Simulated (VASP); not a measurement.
Set up this calculation in VASP 6.6.1, as the native input.

```yaml
Task: single point
Functional: PBE
Potentials_or_basis: VASP PAW PBE potentials, release 64 (C)
Cutoff: 600 eV
k_mesh: 12 × 12 × 12
Occupations: gaussian, width 0.02 eV
Spin: no spin polarisation
Dipole_correction: no
Further_INCAR_settings: ALGO = Normal; EDIFF = 1e-06; NBANDS = 11
```

The structure of C lies in POSCAR:

```
C
1.0
    0.0000000000      1.7493041881      1.7493041881
    1.7493041881      0.0000000000      1.7493041881
    1.7493041881      1.7493041881      0.0000000000
C
2
Direct
    0.0000000000      0.0000000000      0.0000000000
    0.2500000000      0.2500000000      0.2500000000
```

This cell differs from its parent crystal: volume scaled by 0.94.

These files were run (other wordings do the same):

INCAR

```
SYSTEM = C
PREC = Accurate ; ENCUT = 600
EDIFF = 1E-6 ; ISMEAR = 0
SIGMA = 0.02 ; LREAL = .False.
LASPH = .True. ; NELM = 120
ALGO = Normal ; ISIF = 2
LWAVE = .False. ; LCHARG = .False.
GGA = PE ; NBANDS = 11
GGA_COMPAT = .False.
```

KPOINTS

```
Automatic mesh
0
Gamma
  12 12 12
  0 0 0
```

Potentials or basis: VASP PAW PBE potentials, release 64 (C).

Run with:

```console
$ cat potpaw_PBE.64/C/POTCAR > POTCAR
$ mpirun -np 1 vasp_std > vasp.out
```

It gave:

```yaml
Pressure: 30.2 GPa
Band_gap_on_the_k_mesh: 4.29 eV, indirect (least direct gap 5.75 eV)
```

Wall time 11 s on 1 thread of Intel(R) Xeon(R) Platinum 8488C (Sapphire Rapids), on a shared host, peak memory 0.12 GiB.
